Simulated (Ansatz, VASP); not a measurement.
**One calculation of CaSe, two programs**

Contents of INCAR:

```
SYSTEM = CaSe
  ALGO = Normal
  EDIFF = 1E-6
  ENCUT = 520
  GGA = PE
  ISIF = 2
  ISMEAR = 0
  LASPH = .True.
  LCHARG = .True.
  LELF = .True.
  LREAL = .False.
  LVHAR = .True.
  LWAVE = .False.
  NBANDS = 15
  NELM = 80
  PREC = Accurate
  SIGMA = 0.01
```

The input KPOINTS:

```
k-points
0
Gamma
  6 6 6
  0 0 0
```

The input POSCAR:

```
CaSe
1.0
    0.0000000000      3.0090361747      3.0090361747
    3.0090361747      0.0000000000      3.0090361747
    3.0090361747      3.0090361747      0.0000000000
Ca Se
1 1
Direct
    0.0000000000      0.0000000000      0.0000000000
    0.5000000000      0.5000000000      0.5000000000
```

Input for Ansatz:

```yaml
crystal:
  lattice:
    - [0.0, 3.0090361747, 3.0090361747]
    - [3.0090361747, 0.0, 3.0090361747]
    - [3.0090361747, 3.0090361747, 0.0]
  atoms:
    - { symbol: Ca, position: [0.0, 0.0, 0.0] }
    - { symbol: Se, position: [0.5, 0.5, 0.5] }
kpoints:
  mp_grid: { grid: [6, 6, 6] }
hamiltonian:
  xc: pbe
scf:
  occupations: { method: fixed }
  n_extra_bands: 4
output:
  forces: true
  stress: true
  eigenvalues: true
```

Alike in both runs: task single point; functional PBE; k mesh 6 × 6 × 6; no spin polarisation.

|  | VASP | Ansatz |
| --- | --- | --- |
| version | VASP 6.6.1 | Ansatz 0.2.0 |
| potentials or method | VASP PAW PBE potentials, release 64 (Ca_sv, Se) | plane waves, PAW |
| plane-wave cutoff (eV) | 520 | 420 |
| occupations | gaussian, width 0.01 eV | fixed |
| valence electrons in the cell | 16 | 26 |

```tsv
	VASP	Ansatz	Ansatz less VASP
gap on the k mesh at the Fermi level (eV)	2.14	2.15	+0.008
pressure (GPa)	-1.2	-1.3	-0.14
```

VASP's potentials hold 16 valence electrons a cell and Ansatz's 26, so a difference there can come from the potentials and not from the codes.
